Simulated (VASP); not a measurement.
# Cu2O (P4_2/nnm) in VASP: relaxation of the atoms with PBE

Aim: the relaxation of the atoms of Cu2O with PBE.

Everything below comes from runs of VASP 6.6.1. Logs are shortened: lines on timing, memory, paths and dates and some standing lists are left out, and cuts for length are marked.

## (1) The cell of the first run

It takes space group P4_2/nnm (No. 134, tetragonal). The conventional cell has a = 4.269 Å, b = 4.269 Å, c = 4.183 Å, α = 90.00°, β = 90.00°, γ = 90.00°. Within 2.4 Å of Cu (site symmetry 2/m) lie 2 O at 1.84 Å. Within 2.4 Å of O (site symmetry -42m) lie 4 Cu at 1.84 Å.

## (2) Relaxation of the atoms, PBE (z stretched by -2 %)

File INCAR:

```
SYSTEM = Cu2O
PREC = Accurate ; ENCUT = 520
EDIFF = 1E-7 ; ISMEAR = -1
SIGMA = 0.02 ; LREAL = .False.
LASPH = .True. ; NELM = 120
ALGO = Normal ; ISIF = 2
LWAVE = .False. ; LCHARG = .False.
GGA = PE ; IBRION = 2
NSW = 80 ; EDIFFG = -0.02
GGA_COMPAT = .False. ; NELMIN = 4
```

File KPOINTS:

```
Automatic mesh
0
Gamma
  7 7 7
  0 0 0
```

File POSCAR:

```
Cu2O
1.0
    4.2685000000      0.0000000000      0.0000000000
    0.0000000000      4.2685000000      0.0000000000
    0.0000000000      0.0000000000      4.1831300000
Cu O
4 2
Direct
    0.2500000000      0.2500000000      0.2500000000
    0.2500000000      0.7500000000      0.7500000000
    0.7500000000      0.7500000000      0.2500000000
    0.7500000000      0.2500000000      0.7500000000
    0.0000000000      0.0000000000      0.0000000000
    0.5000000000      0.5000000000      0.5000000000
```

Potentials or basis: VASP PAW PBE potentials, release 64 (Cu, O).

Launch:

```console
$ cat potpaw_PBE.64/Cu/POTCAR potpaw_PBE.64/O/POTCAR > POTCAR
$ mpirun -np 1 vasp_std > vasp.out
```

OUTCAR:

```text
SYSTEM = Cu2O
   PREC = Accurate
   ENCUT = 520
   EDIFF = 1E-7
   ISMEAR = -1
   LREAL = .False.
   LASPH = .True.
   NELM = 120
   ISIF = 2
   GGA = PE
   IBRION = 2
   NSW = 80
   EDIFFG = -0.02
   NELMIN = 4

 ion  position               nearest neighbor table
   1  0.250  0.250  0.250-   5 1.84   6 1.84
   2  0.250  0.750  0.750-   5 1.84   6 1.84
   3  0.750  0.750  0.250-   5 1.84   6 1.84
   4  0.750  0.250  0.750-   5 1.84   6 1.84
   5  0.000  0.000  0.000-   1 1.84   2 1.84   3 1.84   4 1.84
   6  0.500  0.500  0.500-   1 1.84   2 1.84   3 1.84   4 1.84

  LATTYP: Found a simple tetragonal cell.
 ALAT       =     4.2685000000
 C/A-ratio  =     0.9800000000

  Lattice vectors:

 A1 = (   4.2685000000,   0.0000000000,   0.0000000000)
 A2 = (   0.0000000000,   4.2685000000,   0.0000000000)
 A3 = (   0.0000000000,   0.0000000000,   4.1831300000)

Analysis of symmetry for initial positions (statically):
=====================================================================
 Subroutine PRICEL returns:
 Original cell was already a primitive cell.

 Routine SETGRP: Setting up the symmetry group for a
 simple tetragonal supercell.

 Subroutine GETGRP returns: Found 16 space group operations
 (whereof  8 operations were pure point group operations)
 out of a pool of 16 trial point group operations.

The static configuration has the point symmetry D_2d.
 The point group associated with its full space group is D_4h.

Analysis of symmetry for dynamics (positions and initial velocities):
=====================================================================
 Subroutine PRICEL returns:
 Original cell was already a primitive cell.

 Routine SETGRP: Setting up the symmetry group for a
 simple tetragonal supercell.

 Subroutine GETGRP returns: Found 16 space group operations
 (whereof  8 operations were pure point group operations)
 out of a pool of 16 trial point group operations.

The dynamic configuration has the point symmetry D_2d.
 The point group associated with its full space group is D_4h.

 Subroutine INISYM returns: Found 16 space group operations
 (whereof  8 operations are pure point group operations),
 and found     1 'primitive' translations

----------------------------------------------------------------------------------------

                                     Primitive cell

  volume of cell :      76.2170

  direct lattice vectors                    reciprocal lattice vectors
     4.268500000  0.000000000  0.000000000     0.234274335  0.000000000  0.000000000
     0.000000000  4.268500000  0.000000000     0.000000000  0.234274335  0.000000000
     0.000000000  0.000000000  4.183130000     0.000000000  0.000000000  0.239055444

  length of vectors
     4.268500000  4.268500000  4.183130000     0.234274335  0.234274335  0.239055444

  position of ions in fractional coordinates (direct lattice)
     0.250000000  0.250000000  0.250000000
     0.250000000  0.750000000  0.750000000
     0.750000000  0.750000000  0.250000000
     0.750000000  0.250000000  0.750000000
     0.000000000  0.000000000  0.000000000
     0.500000000  0.500000000  0.500000000

  ion indices of the primitive-cell ions
   primitive index   ion index
                 1           1
                 2           2
                 3           3
                 4           4
                 5           5
                 6           6

----------------------------------------------------------------------------------------

 KPOINTS: Automatic mesh

Automatic generation of k-mesh.
 Grid dimensions read from file:
 generate k-points for:    7    7    7

 Generating k-lattice:

  Cartesian coordinates                     Fractional coordinates (reciprocal lattice)
     0.033467762  0.000000000  0.000000000     0.142857143  0.000000000  0.000000000
     0.000000000  0.033467762  0.000000000     0.000000000  0.142857143  0.000000000
     0.000000000  0.000000000  0.034150778     0.000000000  0.000000000  0.142857143

  Length of vectors
     0.033467762  0.033467762  0.034150778

  Shift w.r.t. Gamma in fractional coordinates (k-lattice)
     0.000000000  0.000000000  0.000000000

 Subroutine IBZKPT returns following result:
 ===========================================

 Found     40 irreducible k-points:

 Following reciprocal coordinates:
            Coordinates               Weight
  0.000000  0.000000  0.000000      1.000000
  0.142857  0.000000  0.000000      4.000000
  0.285714  0.000000  0.000000      4.000000
  0.428571  0.000000  0.000000      4.000000
  0.142857  0.142857  0.000000      4.000000
  0.285714  0.142857  0.000000      8.000000
[... 16 lines left out ...]
  0.285714  0.000000  0.285714      8.000000
  0.428571  0.000000  0.285714      8.000000
 [... further k-points ...]
   k-points           NKPTS =     40   k-points in BZ     NKDIM =     40   number of bands    NBANDS=     33
   number of dos      NEDOS =    301   number of ions     NIONS =      6
   total plane-waves  NPLWV =  32768
   dimension x,y,z NGX =    32 NGY =   32 NGZ =   32
   dimension x,y,z NGXF=    64 NGYF=   64 NGZF=   64
   ions per type =               4   2
   NGX,Y,Z   is equivalent  to a cutoff of  12.46, 12.46, 12.72 a.u.
   NGXF,Y,Z  is equivalent  to a cutoff of  24.93, 24.93, 25.43 a.u.
 SYSTEM =  Cu2O
   PREC   = accura    normal or accurate (medium, high low for compatibility)
   ISTART =      0    job   : 0-new  1-cont  2-samecut
   ICHARG =      2    charge: 1-file 2-atom 10-const
   ISPIN  =      1    spin polarized calculation?
   LNONCOLLINEAR =      F non collinear calculations
   LSORBIT =      F    spin-orbit coupling
   LASPH  =      T    aspherical Exc in radial PAW
   ENCUT  =  520.0 eV  38.22 Ry    6.18 a.u.   7.94  7.94  7.78*2*pi/ulx,y,z
   NELM   =    120;   NELMIN=  4; NELMDL= -5     # of ELM steps
   EDIFF  = 0.1E-06   stopping-criterion for ELM
   LREAL  =      F    real-space projection
   EDIFFG = -.2E-01   stopping-criterion for IOM
   NSW    =     80    number of steps for IOM
   IBRION =      2    ionic relax: 0-MD 1-quasi-New 2-CG
   NFREE  =      1    steps in history (QN), initial steepest desc. (CG)
   ISIF   =      2    stress and relaxation
   ISYM   =      2    0-nonsym 1-usesym 2-fastsym
   POTIM  = 0.5000    time-step for ionic-motion
   TEBEG  =    0.0;   TEEND  =   0.0 temperature during run
   PSTRESS=    0.0 pullay stress
   NELECT =      56.0000    total number of electrons
   NUPDOWN=      -1.0000    fix difference up-down
   EMIN   =  10.00;   EMAX   =-10.00  energy-range for DOS
   EFERMI =   0.00;   METHOD = LEGACY
   ISMEAR =    -1;   SIGMA  =   0.02  broadening in eV -4-tet -1-fermi 0-gaus
   EFERMI_NEDOS =   21; number of points for ismear=-14 and -15
   IALGO  =     38    algorithm
   IMIX   =      4    mixing-type and parameters
     AMIX     =   0.40;   BMIX     =  1.00
     AMIX_MAG =   1.60;   BMIX_MAG =  1.00
  volume/ion in A,a.u.               =      12.70        85.72
  Fermi-wavevector in a.u.,A,eV,Ry     =   1.477248  2.791595 29.691489  2.182263
  Thomas-Fermi vector in A             =   2.591676
   LORBIT       =      0    0 simple, 1 ext, 2 COOP (PROOUT), +10 PAW based schemes
   GGA     = PE    functional components
   LHFCALC =     F    Hartree Fock is set to
   AEXX    =    0.0000 exact exchange contribution
   IVDW    =     0    specifies the selected vdW correction
   LEPSILON=     F    determine dielectric tensor
   LRPA    =     F    only Hartree local field effects (RPA)
 conjugate gradient relaxation of ions
 non-spin polarized calculation
  energy-cutoff  :      520.00
  volume of cell :       76.22
 maximum number of plane-waves:      2067
 NGX is ok and might be reduce to    32
   NGX = 15   NGY = 15   NGZ = 15

 number of electron      56.0000087 magnetization

 Free energy of the ion-electron system (eV)
  ---------------------------------------------------
  ext. energy  EPLUGINS =         0.00000000
  ---------------------------------------------------
  free energy    TOTEN  =       -27.21862487 eV

  energy without entropy =      -27.21862487  energy(sigma->0) =      -27.21862487

 E-fermi :   5.2410     XC(G=0): -11.1231

 val. band max:        4.9680280912   @ k =   0.0000   0.0000   0.0000
 cond. band min:       5.5055858876   @ k =   0.0000   0.0000   0.0000
 fundamental gap:      0.5375577965
 Fermi energy:         5.2410023143

 k-point     1 :       0.0000    0.0000    0.0000
  band No.  band energies     occupation
      1     -15.3429      2.00000
      2     -14.5777      2.00000
      3      -2.4631      2.00000
      4      -2.4631      2.00000
      5      -2.3775      2.00000
      6      -0.0184      2.00000
[... 25 lines left out ...]
     32      12.8762      0.00000
     33      12.8779      0.00000

 k-point     2 :       0.1429    0.0000    0.0000
  band No.  band energies     occupation
      1     -15.3047      2.00000
      2     -14.6150      2.00000
      3      -2.4083      2.00000
      4      -2.3852      2.00000
      5      -2.3022      2.00000
      6      -0.4744      2.00000
[... 25 lines left out ...]
     32      12.4947      0.00000
     33      12.7828      0.00000

 k-point     3 :       0.2857    0.0000    0.0000
  band No.  band energies     occupation
      1     -15.1982      2.00000
      2     -14.7203      2.00000
      3      -2.2400      2.00000
      4      -2.1666      2.00000
      5      -2.0927      2.00000
      6      -1.0238      2.00000
[... 25 lines left out ...]
     32      11.5091      0.00000
     33      12.4003      0.00000

 k-point     4 :       0.4286    0.0000    0.0000
  band No.  band energies     occupation
      1     -15.0442      2.00000
      2     -14.8734      2.00000
      3      -1.9499      2.00000
      4      -1.8800      2.00000
      5      -1.8372      2.00000
      6      -1.5371      2.00000
[... 673 lines left out ...]
     32      10.8887      0.00000
     33      11.5513      0.00000

 k-point    23 :       0.2857    0.0000    0.2857
  band No.  band energies     occupation
      1     -15.0978      2.00000
      2     -14.7986      2.00000
      3      -2.4857      2.00000
      4      -2.1052      2.00000
      5      -1.5690      2.00000
      6      -1.5435      2.00000
[... 25 lines left out ...]
     32       9.8811      0.00000
     33      11.3192      0.00000

 k-point    24 :       0.4286    0.0000    0.2857
  band No.  band energies     occupation
      1     -14.9971      2.00000
      2     -14.8901      2.00000
      3      -2.4404      2.00000
      4      -2.2681      2.00000
      5      -1.5233      2.00000
      6      -1.3656      2.00000
[... 25 lines left out ...]
     32       9.1192      0.00000
     33      11.9999      0.00000

 [... further k-points ...]

------------------------ aborting loop because EDIFF is reached ----------------------------------------

  FORCE on cell =-STRESS in cart. coord.  units (eV):
  Direction    XX          YY          ZZ          XY          YZ          ZX
  --------------------------------------------------------------------------------------
  -------------------------------------------------------------------------------------
  Total        2.7669085      2.7669085      2.8927730      0.0000000      0.0000000      0.0000000
  in kB       58.1638896     58.1638896     60.8097200      0.0000000      0.0000000      0.0000000
  external PRESSURE =      59.0458330 kB  Pullay stress =       0.0000000 kB

 VOLUME and BASIS-vectors are now :
 -----------------------------------------------------------------------------
  energy-cutoff  :      520.00
  volume of cell :       76.22
      direct lattice vectors                 reciprocal lattice vectors
     4.268500000  0.000000000  0.000000000     0.234274335  0.000000000  0.000000000
     0.000000000  4.268500000  0.000000000     0.000000000  0.234274335  0.000000000
     0.000000000  0.000000000  4.183130000     0.000000000  0.000000000  0.239055444

 POSITION                                       TOTAL-FORCE (eV/Angst)
 -----------------------------------------------------------------------------------
      1.06713      1.06713      1.04578         0.000000      0.000000      0.000000
      1.06713      3.20138      3.13735         0.000000      0.000000     -0.000000
      3.20138      3.20138      1.04578        -0.000000     -0.000000      0.000000
      3.20138      1.06713      3.13735        -0.000000     -0.000000      0.000000
      0.00000      0.00000      0.00000         0.000000      0.000000      0.000000
      2.13425      2.13425      2.09157         0.000000      0.000000      0.000000
 -----------------------------------------------------------------------------------
    total drift:                               -0.000000      0.000000      0.000000

  FREE ENERGIE OF THE ION-ELECTRON SYSTEM (eV)
  ---------------------------------------------------
  free  energy   TOTEN  =       -27.2186248736 eV

  energy  without entropy=      -27.2186248674  energy(sigma->0) =      -27.21862487

 reached required accuracy - stopping structural energy minimisation
```

Run time: 2.6 min. Hardware: 1 thread of Oxide Virtual Turin-like, shared host; peak memory 0.19 GiB.

Results:

```
Free energy             : -27.2186 eV
Pressure after relaxing : 5.9 GPa
Band gap on the k mesh  : 0.54 eV
```

Stress tensor (GPa, compression positive):
```
5.82 0.00 0.00
0.00 5.82 0.00
0.00 0.00 6.08
```

Final structure:
```
CELL_PARAMETERS angstrom
4.26850 0.00000 0.00000
0.00000 4.26850 0.00000
0.00000 0.00000 4.18313
ATOMIC_POSITIONS crystal
Cu 0.25000 0.25000 0.25000
Cu 0.25000 0.75000 0.75000
Cu 0.75000 0.75000 0.25000
Cu 0.75000 0.25000 0.75000
O 0.00000 0.00000 0.00000
O 0.50000 0.50000 0.50000
```

Levels at points of the mesh, in eV from the valence-band top:
| k point | band 24 | band 25 | band 26 | band 27 | band 28 | band 29 | band 30 | band 31 | band 32 | band 33 |
| --- | --- | --- | --- | --- | --- | --- | --- | --- | --- | --- |
| (0.00, 0.00, 0.00) | -1.65 | -1.63 | -0.05 | -0.05 | 0.00 | 0.54 | 1.08 | 1.27 | 7.91 | 7.91 |

Caveat: the cell differs from its parent crystal (z stretched by -2 %); semilocal functionals underestimate gaps, and a narrow one can read as zero.
